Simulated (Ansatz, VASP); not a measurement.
## Two plane-wave programs on CdS

```
Cd S
1.0
     0.00000    2.93921    2.99800
     2.93921    0.00000    2.99800
     2.93921    2.93921    0.00000
Cd S
1 1
Cartesian
  0.0000 0.0000 0.0000
  1.4696 1.4696 1.4990
```

Change from the starting cell: uniaxial_z strain +2.0%.

Alike in both runs: task single point; functional PBE; k mesh 8 × 8 × 8; occupations fermi-dirac, width 0.02 eV; no spin polarisation.

|  | VASP | Ansatz |
| --- | --- | --- |
| version | VASP 6.6.1 | Ansatz 0.2.0 |
| potentials or method | VASP PAW PBE potentials, release 64 (Cd, S) | plane waves, PAW |
| plane-wave cutoff (eV) | 520 | 420 |
| valence electrons in the cell | 18 | 26 |

Ansatz gave:

| Quantity | Value |
| --- | --- |
| gap on the k mesh at the Fermi level (eV) | 1.03 |
| pressure (GPa) | 0.2 |
| traceless stress, the component that is largest in VASP (GPa) | -0.27 |

Which values does VASP return?

gap on the k mesh at the Fermi level (eV): 1.03; pressure (GPa): 0.5; traceless stress, the component that is largest in VASP (GPa): -0.26.

The functional is the same, so the differences come from potentials, cutoffs and numerics. VASP's potentials hold 18 valence electrons a cell and Ansatz's 26, so a difference there can come from the potentials and not from the codes.
